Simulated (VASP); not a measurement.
# TiO (Pm-3m) in VASP: further runs

TiO is run at these levels: PBEsol; tasks: single point.

All numbers are computed with VASP 6.6.1; they aren't measurements. Logs are shortened: lines on timing, memory, paths and dates and some standing lists are left out, and cuts for length are marked.

### 1 The cell of the first run

Symmetry: Pm-3m, No. 221, cubic system. Conventional cell: a = 4.113 Å, b = 4.113 Å, c = 4.113 Å, α = 90.00°, β = 90.00°, γ = 90.00°. Ti (site symmetry 4/mmm) has 4 O at 2.06 Å within 2.7 Å. O (site symmetry 4/mmm) has 4 Ti at 2.06 Å within 2.7 Å.

### 2 Single point, PBEsol (volume scaled by 1.06)

INCAR reads:

```
SYSTEM = TiO
PREC     = Accurate       ! precision mode
ENCUT    = 520            ! plane-wave cutoff, eV
EDIFF    = 1E-6           ! SCF threshold, eV
ISMEAR   = 0              ! smearing method
SIGMA    = 0.1            ! smearing width, eV
LREAL    = .False.        ! projectors in reciprocal space
LASPH    = .True.         ! aspherical terms in the spheres
NELM     = 80             ! most SCF steps
ALGO     = Normal         ! electronic algorithm
ISIF     = 2              ! what is computed and relaxed
LWAVE    = .False.        ! write WAVECAR
LCHARG   = .True.         ! write CHGCAR
GGA      = PS             ! functional
LELF     = .True.         ! ELF
LVHAR    = .True.       
NBANDS   = 36             ! bands
```

KPOINTS reads:

```
Automatic mesh
0
Gamma
  10 10 10
  0 0 0
```

POSCAR reads:

```
TiO
1.0
    4.1126169162      0.0000000000      0.0000000000
    0.0000000000      4.1126169162      0.0000000000
    0.0000000000      0.0000000000      4.1126169162
Ti O
3 3
Direct
    0.5000000000      0.5000000000      0.0000000000
    0.0000000000      0.5000000000      0.5000000000
    0.5000000000      0.0000000000      0.5000000000
    0.0000000000      0.5000000000      0.0000000000
    0.5000000000      0.0000000000      0.0000000000
    0.0000000000      0.0000000000      0.5000000000
```

Potentials or basis: VASP PAW PBE potentials, release 64 (Ti_sv, O).

Command:

```
$ cat potpaw_PBE.64/Ti_sv/POTCAR potpaw_PBE.64/O/POTCAR > POTCAR
$ mpirun -np 1 vasp_std > vasp.out
```

OUTCAR:

```text
SYSTEM = TiO
   PREC = Accurate
   ENCUT = 520
   EDIFF = 1E-6
   ISMEAR = 0
   LREAL = .False.
   LASPH = .True.
   NELM = 80
   ISIF = 2
   GGA = PS

 ion  position               nearest neighbor table
   1  0.500  0.500  0.000-   4 2.06   5 2.06   5 2.06   4 2.06   2 2.91   3 2.91   3 2.91   2 2.91
                             3 2.91   2 2.91   3 2.91   2 2.91
   2  0.000  0.500  0.500-   4 2.06   6 2.06   4 2.06   6 2.06   1 2.91   1 2.91   3 2.91   3 2.91
                             1 2.91   3 2.91   1 2.91   3 2.91
   3  0.500  0.000  0.500-   5 2.06   6 2.06   5 2.06   6 2.06   1 2.91   1 2.91   1 2.91   2 2.91
                             1 2.91   2 2.91   2 2.91   2 2.91
   4  0.000  0.500  0.000-   1 2.06   2 2.06   2 2.06   1 2.06
   5  0.500  0.000  0.000-   1 2.06   3 2.06   3 2.06   1 2.06
   6  0.000  0.000  0.500-   2 2.06   3 2.06   2 2.06   3 2.06

  LATTYP: Found a simple cubic cell.
 ALAT       =     4.1126169162

  Lattice vectors:

 A1 = (   4.1126169162,   0.0000000000,   0.0000000000)
 A2 = (   0.0000000000,   4.1126169162,   0.0000000000)
 A3 = (   0.0000000000,   0.0000000000,   4.1126169162)

Analysis of symmetry for initial positions (statically):
=====================================================================
 Subroutine PRICEL returns:
 Original cell was already a primitive cell.

 Routine SETGRP: Setting up the symmetry group for a
 simple cubic supercell.

 Subroutine GETGRP returns: Found 48 space group operations
 (whereof 48 operations were pure point group operations)
 out of a pool of 48 trial point group operations.

The static configuration has the point symmetry O_h .

Analysis of symmetry for dynamics (positions and initial velocities):
=====================================================================
 Subroutine PRICEL returns:
 Original cell was already a primitive cell.

 Routine SETGRP: Setting up the symmetry group for a
 simple cubic supercell.

 Subroutine GETGRP returns: Found 48 space group operations
 (whereof 48 operations were pure point group operations)
 out of a pool of 48 trial point group operations.

The dynamic configuration has the point symmetry O_h .

 Subroutine INISYM returns: Found 48 space group operations
 (whereof 48 operations are pure point group operations),
 and found     1 'primitive' translations

----------------------------------------------------------------------------------------

                                     Primitive cell

  volume of cell :      69.5592

  direct lattice vectors                    reciprocal lattice vectors
     4.112616916  0.000000000  0.000000000     0.243154181  0.000000000  0.000000000
     0.000000000  4.112616916  0.000000000     0.000000000  0.243154181  0.000000000
     0.000000000  0.000000000  4.112616916     0.000000000  0.000000000  0.243154181

  length of vectors
     4.112616916  4.112616916  4.112616916     0.243154181  0.243154181  0.243154181

  position of ions in fractional coordinates (direct lattice)
     0.500000000  0.500000000  0.000000000
     0.000000000  0.500000000  0.500000000
     0.500000000  0.000000000  0.500000000
     0.000000000  0.500000000  0.000000000
     0.500000000  0.000000000  0.000000000
     0.000000000  0.000000000  0.500000000

  ion indices of the primitive-cell ions
   primitive index   ion index
                 1           1
                 2           2
                 3           3
                 4           4
                 5           5
                 6           6

----------------------------------------------------------------------------------------

 KPOINTS: Automatic mesh

Automatic generation of k-mesh.
 Grid dimensions read from file:
 generate k-points for:   10   10   10

 Generating k-lattice:

  Cartesian coordinates                     Fractional coordinates (reciprocal lattice)
     0.024315418  0.000000000  0.000000000     0.100000000  0.000000000  0.000000000
     0.000000000  0.024315418  0.000000000     0.000000000  0.100000000  0.000000000
     0.000000000  0.000000000  0.024315418     0.000000000  0.000000000  0.100000000

  Length of vectors
     0.024315418  0.024315418  0.024315418

  Shift w.r.t. Gamma in fractional coordinates (k-lattice)
     0.000000000  0.000000000  0.000000000

 Subroutine IBZKPT returns following result:
 ===========================================

 Found     56 irreducible k-points:

 Following reciprocal coordinates:
            Coordinates               Weight
  0.000000  0.000000  0.000000      1.000000
  0.100000  0.000000  0.000000      6.000000
  0.200000  0.000000  0.000000      6.000000
  0.300000  0.000000  0.000000      6.000000
  0.400000  0.000000  0.000000      6.000000
  0.500000  0.000000  0.000000      3.000000
[... 16 lines left out ...]
  0.200000  0.100000  0.100000     24.000000
  0.300000  0.100000  0.100000     24.000000
 [... further k-points ...]
   k-points           NKPTS =     56   k-points in BZ     NKDIM =     56   number of bands    NBANDS=     36
   number of dos      NEDOS =    301   number of ions     NIONS =      6
   total plane-waves  NPLWV =  32768
   dimension x,y,z NGX =    32 NGY =   32 NGZ =   32
   dimension x,y,z NGXF=    64 NGYF=   64 NGZF=   64
   ions per type =               3   3
   NGX,Y,Z   is equivalent  to a cutoff of  12.94, 12.94, 12.94 a.u.
   NGXF,Y,Z  is equivalent  to a cutoff of  25.87, 25.87, 25.87 a.u.
 SYSTEM =  TiO
   PREC   = accura    normal or accurate (medium, high low for compatibility)
   ISTART =      0    job   : 0-new  1-cont  2-samecut
   ICHARG =      2    charge: 1-file 2-atom 10-const
   ISPIN  =      1    spin polarized calculation?
   LNONCOLLINEAR =      F non collinear calculations
   LSORBIT =      F    spin-orbit coupling
   LASPH  =      T    aspherical Exc in radial PAW
   ENCUT  =  520.0 eV  38.22 Ry    6.18 a.u.   7.65  7.65  7.65*2*pi/ulx,y,z
   NELM   =     80;   NELMIN=  2; NELMDL= -5     # of ELM steps
   EDIFF  = 0.1E-05   stopping-criterion for ELM
   LREAL  =      F    real-space projection
[... 7 lines left out ...]
   TEBEG  =    0.0;   TEEND  =   0.0 temperature during run
   PSTRESS=    0.0 pullay stress
   NELECT =      54.0000    total number of electrons
   NUPDOWN=      -1.0000    fix difference up-down
   EMIN   =  10.00;   EMAX   =-10.00  energy-range for DOS
   EFERMI =   0.00;   METHOD = LEGACY
   ISMEAR =     0;   SIGMA  =   0.10  broadening in eV -4-tet -1-fermi 0-gaus
   EFERMI_NEDOS =   21; number of points for ismear=-14 and -15
   IALGO  =     38    algorithm
   IMIX   =      4    mixing-type and parameters
     AMIX     =   0.40;   BMIX     =  1.00
     AMIX_MAG =   1.60;   BMIX_MAG =  1.00
  volume/ion in A,a.u.               =      11.59        78.23
  Fermi-wavevector in a.u.,A,eV,Ry     =   1.504600  2.843282 30.801171  2.263822
  Thomas-Fermi vector in A             =   2.615559
   LORBIT       =      0    0 simple, 1 ext, 2 COOP (PROOUT), +10 PAW based schemes
   GGA     = PS    functional components
   LHFCALC =     F    Hartree Fock is set to
   AEXX    =    0.0000 exact exchange contribution
   IVDW    =     0    specifies the selected vdW correction
   LEPSILON=     F    determine dielectric tensor
   LRPA    =     F    only Hartree local field effects (RPA)
 non-spin polarized calculation
 Gauss-broadening in eV      SIGMA  =   0.10
  energy-cutoff  :      520.00
  volume of cell :       69.56
 maximum number of plane-waves:      1888
 NGX is ok and might be reduce to    32
   NGX = 15   NGY = 15   NGZ = 15

 number of electron      54.0000038 magnetization

 Free energy of the ion-electron system (eV)
  ---------------------------------------------------
  ext. energy  EPLUGINS =         0.00000000
  ---------------------------------------------------
  free energy    TOTEN  =       -55.87330236 eV

  energy without entropy =      -55.84636784  energy(sigma->0) =      -55.85983510

 E-fermi :   7.6746     XC(G=0): -11.9459

 val. band max:        7.6679009578   @ k =   0.3000   0.3000   0.2000
 cond. band min:       7.6795632067   @ k =   0.4000   0.3000   0.2000
 fundamental gap:      0.0116622489
 Fermi energy:         7.6746366786

 k-point     1 :       0.0000    0.0000    0.0000
  band No.  band energies     occupation
      1     -49.3613      2.00000
      2     -49.2307      2.00000
      3     -49.2307      2.00000
      4     -25.9370      2.00000
      5     -25.9370      2.00000
      6     -25.9370      2.00000
[... 28 lines left out ...]
     35      10.9212      0.00000
     36      10.9236      0.00000

 k-point     2 :       0.1000    0.0000    0.0000
  band No.  band energies     occupation
      1     -49.3585      2.00000
      2     -49.2335      2.00000
      3     -49.2306      2.00000
      4     -25.9335      2.00000
      5     -25.9313      2.00000
      6     -25.9313      2.00000
[... 28 lines left out ...]
     35      10.9096      0.00000
     36      11.0010      0.00000

 k-point     3 :       0.2000    0.0000    0.0000
  band No.  band energies     occupation
      1     -49.3503      2.00000
      2     -49.2416      2.00000
      3     -49.2304      2.00000
      4     -25.9239      2.00000
      5     -25.9154      2.00000
      6     -25.9154      2.00000
[... 28 lines left out ...]
     35      10.6224      0.00000
     36      10.6248      0.00000

 k-point     4 :       0.3000    0.0000    0.0000
  band No.  band energies     occupation
      1     -49.3380      2.00000
      2     -49.2537      2.00000
      3     -49.2301      2.00000
      4     -25.9107      2.00000
      5     -25.8925      2.00000
      6     -25.8925      2.00000
[... 28 lines left out ...]
     35      10.2730      0.00000
     36      10.2793      0.00000

 k-point     5 :       0.4000    0.0000    0.0000
  band No.  band energies     occupation
      1     -49.3245      2.00000
      2     -49.2670      2.00000
      3     -49.2299      2.00000
      4     -25.8986      2.00000
      5     -25.8684      2.00000
      6     -25.8684      2.00000
[... 655 lines left out ...]
 k-point    22 :       0.1000    0.1000    0.1000
  band No.  band energies     occupation
      1     -49.3529      2.00000
      2     -49.2347      2.00000
      3     -49.2347      2.00000
      4     -25.9509      2.00000
      5     -25.9124      2.00000
      6     -25.9124      2.00000
[... 28 lines left out ...]
     35      10.8034      0.00000
     36      10.8037      0.00000

 k-point    23 :       0.2000    0.1000    0.1000
  band No.  band energies     occupation
      1     -49.3451      2.00000
      2     -49.2424      2.00000
      3     -49.2345      2.00000
      4     -25.9564      2.00000
      5     -25.9050      2.00000
      6     -25.8934      2.00000
[... 28 lines left out ...]
     35      10.6600      0.00000
     36      10.7560      0.00000

 k-point    24 :       0.3000    0.1000    0.1000
  band No.  band energies     occupation
      1     -49.3332      2.00000
      2     -49.2540      2.00000
      3     -49.2342      2.00000
      4     -25.9543      2.00000
      5     -25.8979      2.00000
      6     -25.8808      2.00000
[... 28 lines left out ...]
     35      10.5586      0.00000
     36      10.6111      0.00000

 [... further k-points ...]
[... 5 lines left out ...]
  --------------------------------------------------------------------------------------
  -------------------------------------------------------------------------------------
  Total       -4.8315898     -4.8315898     -4.8315898     -0.0000000     -0.0000000      0.0000000
  in kB     -111.2873669   -111.2873669   -111.2873669     -0.0000000     -0.0000000      0.0000000
  external PRESSURE =    -111.2873669 kB  Pullay stress =       0.0000000 kB

 VOLUME and BASIS-vectors are now :
 -----------------------------------------------------------------------------
  energy-cutoff  :      520.00
  volume of cell :       69.56
      direct lattice vectors                 reciprocal lattice vectors
     4.112616916  0.000000000  0.000000000     0.243154181  0.000000000  0.000000000
     0.000000000  4.112616916  0.000000000     0.000000000  0.243154181  0.000000000
     0.000000000  0.000000000  4.112616916     0.000000000  0.000000000  0.243154181

 POSITION                                       TOTAL-FORCE (eV/Angst)
 -----------------------------------------------------------------------------------
      2.05631      2.05631      0.00000         0.000000      0.000000      0.000000
      0.00000      2.05631      2.05631         0.000000      0.000000      0.000000
      2.05631      0.00000      2.05631         0.000000      0.000000      0.000000
      0.00000      2.05631      0.00000         0.000000      0.000000      0.000000
      2.05631      0.00000      0.00000         0.000000      0.000000      0.000000
      0.00000      0.00000      2.05631         0.000000      0.000000      0.000000
 -----------------------------------------------------------------------------------
    total drift:                                0.000000     -0.000000     -0.000000

  FREE ENERGIE OF THE ION-ELECTRON SYSTEM (eV)
  ---------------------------------------------------
  free  energy   TOTEN  =       -55.8733023575 eV

  energy  without entropy=      -55.8463678368  energy(sigma->0) =      -55.85983510
```

Run time: 57 s. Hardware: 1 thread of Intel Xeon 6975P-C (Granite Rapids), shared host; peak memory 0.24 GiB.

Results:

* Free energy: -55.8733 eV
* Pressure: -11.1 GPa
* Band gap on the k mesh: zero (band 27 reaches 8.06 eV, above the bottom of band 28 at 6.23 eV)

Caveat: the PAW data sets were made with another functional, which shifts forces and pressure a little; semilocal functionals often make such compounds metallic where correlation or magnetic order opens a gap, which also shifts bond lengths.

(Continued in part 2 of 2.)
